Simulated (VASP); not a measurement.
# Mg4H in VASP: a series of runs

Runs on Mg4H. Level: PBE. Tasks: single point.

Everything below comes from runs of VASP 6.6.1. Logs are shortened: lines on timing, memory, paths and dates and some standing lists are left out, and cuts for length are marked.

**1. The cell of the first run**

The cell holds a slab with vacuum, 10 atoms: a = 6.420 Å, b = 5.138 Å, c = 21.664 Å, α = 90.00°, β = 90.00°, γ = 90.00°.

**2. Single point, PBE**

Contents of INCAR:

```
PREC = Accurate
ENCUT = 520
EDIFF = 1E-6
ISMEAR = 0
SIGMA = 0.1
LREAL = F
LASPH = T
NELM = 100
ALGO = Normal
ISIF = 2
LWAVE = F
LCHARG = F
LDIPOL = T
IDIPOL = 3
DIPOL = 0.5 0.5 0.303
GGA = PE
NBANDS = 20
```

Contents of KPOINTS:

```
Automatic mesh
0
Gamma
  4 5 1
```

Contents of POSCAR:

```
Mg4H
1.0
    6.4201385733      0.0000000000      0.0000000000
    0.0000000000      5.1379129567      0.0000000000
    0.0000000000      0.0000000000     21.6644777330
Mg H
8 2
Direct
    0.0000000000      0.7500000000      0.1846340378
    0.5000000000      0.7500000000      0.1846340378
    0.2500000000      0.2500000000      0.2274076137
    0.7500000000      0.2500000000      0.2274076137
    0.2500000000      0.7500000000      0.3173234500
    0.7500000000      0.7500000000      0.3173234500
    0.0000000000      0.2500000000      0.3537808678
    0.5000000000      0.2500000000      0.3537808678
    0.6915900458      0.0833333333      0.4336350891
    0.8084099542      0.0833333333      0.4336350891
```

Potentials or basis: VASP PAW PBE potentials, release 64 (Mg, H).

The run is started by

```sh
> cat potpaw_PBE.64/Mg/POTCAR potpaw_PBE.64/H/POTCAR > POTCAR
> mpirun -np 1 vasp_std > vasp.out
```

OUTCAR:

```text
PREC = Accurate
   ENCUT = 520
   EDIFF = 1E-6
   ISMEAR = 0
   LREAL = F
   LASPH = T
   NELM = 100
   ISIF = 2
   GGA = PE

 ion  position               nearest neighbor table
   1  0.000  0.750  0.185-   3 3.17   4 3.17   3 3.17   4 3.17   2 3.21   2 3.21   6 3.29   5 3.29

   2  0.500  0.750  0.185-   3 3.17   4 3.17   3 3.17   4 3.17   1 3.21   1 3.21   6 3.29   5 3.29

   3  0.250  0.250  0.227-   1 3.17   2 3.17   1 3.17   2 3.17   7 3.17   8 3.17   4 3.21   4 3.21
                             5 3.22   5 3.22
   4  0.750  0.250  0.227-   1 3.17   2 3.17   1 3.17   2 3.17   7 3.17   8 3.17   3 3.21   3 3.21
                             6 3.22   6 3.22
   5  0.250  0.750  0.317-   7 3.13   8 3.13   7 3.13   8 3.13   6 3.21   6 3.21   3 3.22   3 3.22
                             1 3.29   2 3.29
   6  0.750  0.750  0.317-   7 3.13   8 3.13   7 3.13   8 3.13   5 3.21   5 3.21   4 3.22   4 3.22
                             1 3.29   2 3.29
   7  0.000  0.250  0.354-   5 3.13   6 3.13   5 3.13   6 3.13   3 3.17   4 3.17   8 3.21   8 3.21

   8  0.500  0.250  0.354-   5 3.13   6 3.13   5 3.13   6 3.13   3 3.17   4 3.17   7 3.21   7 3.21

   9  0.692  0.083  0.434-  10 0.75
  10  0.808  0.083  0.434-   9 0.75

  LATTYP: Found a simple orthorhombic cell.
 ALAT       =     5.1379129567
 B/A-ratio  =     1.2495615686
 C/A-ratio  =     4.2165910391

  Lattice vectors:

 A1 = (   0.0000000000,  -5.1379129567,   0.0000000000)
 A2 = (   6.4201385733,   0.0000000000,   0.0000000000)
 A3 = (   0.0000000000,   0.0000000000,  21.6644777330)

Analysis of symmetry for initial positions (statically):
=====================================================================
 Subroutine PRICEL returns:
 Original cell was already a primitive cell.

 Routine SETGRP: Setting up the symmetry group for a
 simple orthorhombic supercell.

 Subroutine GETGRP returns: Found  2 space group operations
 (whereof  1 operations were pure point group operations)
 out of a pool of  8 trial point group operations.

The static configuration has the point symmetry C_1 .
 The point group associated with its full space group is C_1h.

Analysis of symmetry for dynamics (positions and initial velocities):
=====================================================================
 Subroutine PRICEL returns:
 Original cell was already a primitive cell.

 Routine SETGRP: Setting up the symmetry group for a
 simple orthorhombic supercell.

 Subroutine GETGRP returns: Found  2 space group operations
 (whereof  1 operations were pure point group operations)
 out of a pool of  8 trial point group operations.

The dynamic configuration has the point symmetry C_1 .
 The point group associated with its full space group is C_1h.

 Subroutine INISYM returns: Found  2 space group operations
 (whereof  1 operations are pure point group operations),
 and found     1 'primitive' translations

----------------------------------------------------------------------------------------

                                     Primitive cell

  volume of cell :     714.6269

  direct lattice vectors                    reciprocal lattice vectors
     6.420138573  0.000000000  0.000000000     0.155759878  0.000000000  0.000000000
     0.000000000  5.137912957  0.000000000     0.000000000  0.194631557  0.000000000
     0.000000000  0.000000000 21.664477733     0.000000000  0.000000000  0.046158509

  length of vectors
     6.420138573  5.137912957 21.664477733     0.155759878  0.194631557  0.046158509

  position of ions in fractional coordinates (direct lattice)
     0.000000000  0.750000000  0.184634038
     0.500000000  0.750000000  0.184634038
     0.250000000  0.250000000  0.227407614
     0.750000000  0.250000000  0.227407614
     0.250000000  0.750000000  0.317323450
     0.750000000  0.750000000  0.317323450
     0.000000000  0.250000000  0.353780868
     0.500000000  0.250000000  0.353780868
     0.691590046  0.083333333  0.433635089
     0.808409954  0.083333333  0.433635089

  ion indices of the primitive-cell ions
   primitive index   ion index
                 1           1
                 2           2
                 3           3
                 4           4
                 5           5
                 6           6
                 7           7
                 8           8
                 9           9
                10          10

----------------------------------------------------------------------------------------

 KPOINTS: Automatic mesh

Automatic generation of k-mesh.
 Grid dimensions read from file:
 generate k-points for:    4    5    1

 Generating k-lattice:

  Cartesian coordinates                     Fractional coordinates (reciprocal lattice)
     0.038939969  0.000000000  0.000000000     0.250000000  0.000000000  0.000000000
     0.000000000  0.038926311  0.000000000     0.000000000  0.200000000  0.000000000
     0.000000000  0.000000000  0.046158509     0.000000000  0.000000000  1.000000000

  Length of vectors
     0.038939969  0.038926311  0.046158509

  Shift w.r.t. Gamma in fractional coordinates (k-lattice)
     0.000000000  0.000000000  0.000000000

 Subroutine IBZKPT returns following result:
 ===========================================

 Found      9 irreducible k-points:

 Following reciprocal coordinates:
            Coordinates               Weight
  0.000000  0.000000  0.000000      1.000000
  0.250000  0.000000  0.000000      2.000000
  0.500000  0.000000  0.000000      1.000000
  0.000000  0.200000  0.000000      2.000000
  0.250000  0.200000  0.000000      4.000000
  0.500000  0.200000  0.000000      2.000000
  0.000000  0.400000  0.000000      2.000000
  0.250000  0.400000  0.000000      4.000000
  0.500000  0.400000  0.000000      2.000000
   k-points           NKPTS =      9   k-points in BZ     NKDIM =      9   number of bands    NBANDS=     20
   number of dos      NEDOS =    301   number of ions     NIONS =     10
   total plane-waves  NPLWV = 311040
   dimension x,y,z NGX =    48 NGY =   40 NGZ =  162
   dimension x,y,z NGXF=    96 NGYF=   80 NGZF=  324
   ions per type =               8   2
   NGX,Y,Z   is equivalent  to a cutoff of  12.43, 12.94, 12.43 a.u.
   NGXF,Y,Z  is equivalent  to a cutoff of  24.86, 25.89, 24.86 a.u.
 SYSTEM =  unknown system
   PREC   = accura    normal or accurate (medium, high low for compatibility)
   ISTART =      0    job   : 0-new  1-cont  2-samecut
   ICHARG =      2    charge: 1-file 2-atom 10-const
   ISPIN  =      1    spin polarized calculation?
   LNONCOLLINEAR =      F non collinear calculations
   LSORBIT =      F    spin-orbit coupling
   LASPH  =      T    aspherical Exc in radial PAW
   ENCUT  =  520.0 eV  38.22 Ry    6.18 a.u.  11.94  9.55 40.28*2*pi/ulx,y,z
   NELM   =    100;   NELMIN=  2; NELMDL= -5     # of ELM steps
   EDIFF  = 0.1E-05   stopping-criterion for ELM
   LREAL  =      F    real-space projection
   EDIFFG = 0.1E-04   stopping-criterion for IOM
   NSW    =      0    number of steps for IOM
   IBRION =     -1    ionic relax: 0-MD 1-quasi-New 2-CG
   NFREE  =      0    steps in history (QN), initial steepest desc. (CG)
   ISIF   =      2    stress and relaxation
   ISYM   =      2    0-nonsym 1-usesym 2-fastsym
   POTIM  = 0.5000    time-step for ionic-motion
   TEBEG  =    0.0;   TEEND  =   0.0 temperature during run
   PSTRESS=    0.0 pullay stress
   NELECT =      18.0000    total number of electrons
   NUPDOWN=      -1.0000    fix difference up-down
   EMIN   =  10.00;   EMAX   =-10.00  energy-range for DOS
   EFERMI =   0.00;   METHOD = LEGACY
   ISMEAR =     0;   SIGMA  =   0.10  broadening in eV -4-tet -1-fermi 0-gaus
   EFERMI_NEDOS =   21; number of points for ismear=-14 and -15
   IALGO  =     38    algorithm
   IMIX   =      4    mixing-type and parameters
     AMIX     =   0.40;   BMIX     =  1.00
     AMIX_MAG =   1.60;   BMIX_MAG =  1.00
  volume/ion in A,a.u.               =      71.46       482.25
  Fermi-wavevector in a.u.,A,eV,Ry     =   0.479887  0.906855  3.133310  0.230292
  Thomas-Fermi vector in A             =   1.477146
   LORBIT       =      0    0 simple, 1 ext, 2 COOP (PROOUT), +10 PAW based schemes
   GGA     = PE    functional components
   LHFCALC =     F    Hartree Fock is set to
   AEXX    =    0.0000 exact exchange contribution
   IVDW    =     0    specifies the selected vdW correction
   LEPSILON=     F    determine dielectric tensor
   LRPA    =     F    only Hartree local field effects (RPA)
 non-spin polarized calculation
 Gauss-broadening in eV      SIGMA  =   0.10
  energy-cutoff  :      520.00
  volume of cell :      714.63
 maximum number of plane-waves:     19292
 NGX is ok and might be reduce to    48
   NGX = 23   NGY = 19   NGZ = 81

 dipolmoment           0.000000      0.000000      0.014690 electrons x Angstroem

 number of electron      18.0000002 magnetization

 dipolmoment           0.000000      0.000000     -0.048417 electrons x Angstroem

 Free energy of the ion-electron system (eV)
  ---------------------------------------------------
  ext. energy  EPLUGINS =         0.00000000
  ---------------------------------------------------
  free energy    TOTEN  =       -15.64209708 eV

  energy without entropy =      -15.61734068  energy(sigma->0) =      -15.62971888

 E-fermi :  -1.8709     XC(G=0):  -3.1254

 val. band max:       -1.8748934811   @ k =   0.0000   0.4000   0.0000
 cond. band min:      -1.8512689269   @ k =   0.5000   0.0000   0.0000
 fundamental gap:      0.0236245543
 Fermi energy:        -1.8708521825

 k-point     1 :       0.0000    0.0000    0.0000
  band No.  band energies     occupation
      1     -10.4491      2.00000
      2      -7.7817      2.00000
      3      -5.5784      2.00000
      4      -4.3226      2.00000
      5      -4.2708      2.00000
      6      -2.7446      2.00000
[... 12 lines left out ...]
     19       1.2173      0.00000
     20       1.7847      0.00000

 k-point     2 :       0.2500    0.0000    0.0000
  band No.  band energies     occupation
      1     -10.4402      2.00000
      2      -7.5669      2.00000
      3      -5.8367      2.00000
      4      -5.3589      2.00000
      5      -3.7488      2.00000
      6      -2.5001      2.00000
[... 12 lines left out ...]
     19       1.3392      0.00000
     20       2.0121      0.00000

 k-point     3 :       0.5000    0.0000    0.0000
  band No.  band energies     occupation
      1     -10.4313      2.00000
      2      -6.9645      2.00000
      3      -6.8671      2.00000
      4      -4.8976      2.00000
      5      -4.6191      2.00000
      6      -2.2463      2.00000
[... 12 lines left out ...]
     19       1.4513      0.00000
     20       1.7912      0.00000

 k-point     4 :       0.0000    0.2000    0.0000
  band No.  band energies     occupation
      1     -10.4325      2.00000
      2      -7.5643      2.00000
      3      -5.3865      2.00000
      4      -4.2591      2.00000
      5      -4.1057      2.00000
      6      -4.0541      2.00000
[... 12 lines left out ...]
     19       1.3035      0.00000
     20       1.5357      0.00000

 k-point     5 :       0.2500    0.2000    0.0000
  band No.  band energies     occupation
      1     -10.4248      2.00000
      2      -7.3485      2.00000
      3      -5.6175      2.00000
      4      -5.1677      2.00000
      5      -4.0397      2.00000
      6      -3.5578      2.00000
[... 12 lines left out ...]
     19       1.6053      0.00000
     20       2.0400      0.00000

 k-point     6 :       0.5000    0.2000    0.0000
  band No.  band energies     occupation
      1     -10.4170      2.00000
      2      -6.7406      2.00000
      3      -6.6523      2.00000
      4      -4.6950      2.00000
      5      -4.4403      2.00000
      6      -3.3961      2.00000
[... 12 lines left out ...]
     19       1.7487      0.00000
     20       2.0602      0.00000

 k-point     7 :       0.0000    0.4000    0.0000
  band No.  band energies     occupation
      1     -10.4058      2.00000
      2      -6.9115      2.00000
      3      -5.8325      2.00000
      4      -4.7136      2.00000
      5      -3.6704      2.00000
      6      -3.4666      2.00000
[... 12 lines left out ...]
     19       1.8967      0.00000
     20       1.9487      0.00000

 k-point     8 :       0.2500    0.4000    0.0000
  band No.  band energies     occupation
      1     -10.3998      2.00000
      2      -6.6942      2.00000
      3      -5.6187      2.00000
      4      -4.9573      2.00000
      5      -4.5008      2.00000
      6      -3.8987      2.00000
[... 12 lines left out ...]
     19       2.0139      0.00000
     20       2.2469      0.00000

 k-point     9 :       0.5000    0.4000    0.0000
  band No.  band energies     occupation
      1     -10.3937      2.00000
      2      -6.0748      2.00000
      3      -6.0096      2.00000
      4      -4.9935      2.00000
      5      -4.9438      2.00000
      6      -3.9528      2.00000
[... 12 lines left out ...]
     19       2.1798      0.00000
     20       2.3666      0.00000

------------------------ aborting loop because EDIFF is reached ----------------------------------------

 vacuum level on the upper side and lower side of the slab       (xc-potential included)        -0.211         0.076

  FORCE on cell =-STRESS in cart. coord.  units (eV):
  Direction    XX          YY          ZZ          XY          YZ          ZX
  --------------------------------------------------------------------------------------
  -------------------------------------------------------------------------------------
  Total       -0.8373507     -2.3702587      0.7038899      0.0000000     -0.2996352      0.0000000
  in kB       -1.8773214     -5.3140663      1.5781052      0.0000000     -0.6717753      0.0000000
  external PRESSURE =      -1.8710942 kB  Pullay stress =       0.0000000 kB

 VOLUME and BASIS-vectors are now :
 -----------------------------------------------------------------------------
  energy-cutoff  :      520.00
  volume of cell :      714.63
      direct lattice vectors                 reciprocal lattice vectors
     6.420138573  0.000000000  0.000000000     0.155759878  0.000000000  0.000000000
     0.000000000  5.137912957  0.000000000     0.000000000  0.194631557  0.000000000
     0.000000000  0.000000000 21.664477733     0.000000000  0.000000000  0.046158509

 POSITION                                       TOTAL-FORCE (eV/Angst)
 -----------------------------------------------------------------------------------
      0.00000      3.85343      4.00000         0.145368     -0.000717      0.180970
      3.21007      3.85343      4.00000        -0.145368     -0.000717      0.180970
      1.60503      1.28448      4.92667         0.000000      0.055065     -0.218299
      4.81510      1.28448      4.92667         0.000000     -0.053833     -0.018376
      1.60503      3.85343      6.87465         0.000000      0.037764      0.059824
      4.81510      3.85343      6.87465         0.000000     -0.115018     -0.191076
      0.00000      1.28448      7.66448         0.304478      0.143640     -0.374744
      3.21007      1.28448      7.66448        -0.304478      0.143640     -0.374744
      4.44010      0.42816      9.39448        -0.586444     -0.104911      0.377737
      5.19010      0.42816      9.39448         0.586444     -0.104911      0.377737
 -----------------------------------------------------------------------------------
    total drift:                                0.000000     -0.000178      0.000070

  FREE ENERGIE OF THE ION-ELECTRON SYSTEM (eV)
  ---------------------------------------------------
  free  energy   TOTEN  =       -15.6420970843 eV

  energy  without entropy=      -15.6173406819  energy(sigma->0) =      -15.62971888

 vacuum level on the upper side and lower side of the slab         1.539         1.804
```

Wall time 2.7 min (1 thread of Intel Xeon 6975P-C (Granite Rapids), shared host); peak memory 0.66 GiB.

What came out:

```yaml
Free_energy: -15.6421 eV
Largest_force: 0.705 eV/Å
Band_gap_on_the_k_mesh: zero (band 9 reaches -1.55 eV, above the bottom of band 10 at -2.00 eV)
```

Forces on the atoms (eV/Å):
```
Mg   0.145 -0.001  0.181
Mg  -0.145 -0.001  0.181
Mg   0.000  0.055 -0.218
Mg   0.000 -0.054 -0.018
Mg   0.000  0.038  0.060
Mg   0.000 -0.115 -0.191
Mg   0.304  0.144 -0.375
Mg  -0.304  0.144 -0.375
H   -0.586 -0.105  0.378
H    0.586 -0.105  0.378
```

Levels at points of the mesh, in eV from the Fermi level:
| k point | band 6 | band 7 | band 8 | band 9 | band 10 | band 11 | band 12 | band 13 |
| --- | --- | --- | --- | --- | --- | --- | --- | --- |
| (0.00, 0.00, 0.00) | -0.87 | -0.74 | -0.42 | -0.36 | -0.08 | 1.13 | 1.68 | 1.73 |
| (0.50, 0.00, 0.00) | -0.38 | 0.02 | 0.08 | 0.32 | 0.74 | 0.77 | 1.57 | 1.65 |

**3. Single point, PBE**

Contents of INCAR:

```
SYSTEM = Mg4H
ALGO = Normal
DIPOL = 0.5 0.5 0.311
EDIFF = 1E-6
ENCUT = 520
GGA = PE
IDIPOL = 3
ISIF = 2
ISMEAR = 0
LASPH = .TRUE.
LCHARG = .FALSE.
LDIPOL = .TRUE.
LREAL = .FALSE.
LWAVE = .FALSE.
NBANDS = 20
NELM = 80
PREC = Accurate
SIGMA = 0.1
```

Contents of KPOINTS:

```
k-points
0
G
  4 5 1
  0 0 0
```

Edit POSCAR of step 2 so:

```diff
@@ -16,3 +16,3 @@
     0.5000000000      0.2500000000      0.3537808678
-    0.6915900458      0.0833333333      0.4336350891
-    0.8084099542      0.0833333333      0.4336350891
+    0.6915900458      0.0833333333      0.4737929924
+    0.8084099542      0.0833333333      0.4737929924
```

Potentials or basis: VASP PAW PBE potentials, release 64 (Mg, H).

The run is started by

```sh
> cat potpaw_PBE.64/Mg/POTCAR potpaw_PBE.64/H/POTCAR > POTCAR
> mpirun -np 1 vasp_std > vasp.out
```

Wall time 3 min (1 thread of Intel Xeon 6975P-C (Granite Rapids), shared host); peak memory 0.64 GiB.

It converged, with:

```yaml
Free_energy: -16.0247 eV
Largest_force: 0.210 eV/Å
Band_gap_on_the_k_mesh: zero (band 9 reaches -1.76 eV, above the bottom of band 10 at -2.00 eV)
```

Forces in eV/Å, atoms in the order of the input:
```
Mg   0.081 -0.003  0.194
Mg  -0.081 -0.003  0.194
Mg   0.000  0.018 -0.157
Mg   0.000 -0.017 -0.090
Mg   0.000  0.011  0.017
Mg   0.000 -0.021 -0.068
Mg   0.109  0.027 -0.155
Mg  -0.109  0.027 -0.155
H   -0.081 -0.019  0.110
H    0.081 -0.019  0.110
```

Levels at points of the mesh, in eV from the Fermi level:
```csv
k point,band 5,band 6,band 7,band 8,band 9,band 10,band 11,band 12,band 13,band 14
"(0.00, 0.00, 0.00)",-2.35,-0.95,-0.74,-0.50,-0.23,-0.06,1.19,1.66,2.15,2.18
"(0.50, 0.00, 0.00)",-2.93,-0.24,-0.04,0.09,0.11,0.77,0.79,1.69,1.70,2.00
```

[end of part 1 of 2]
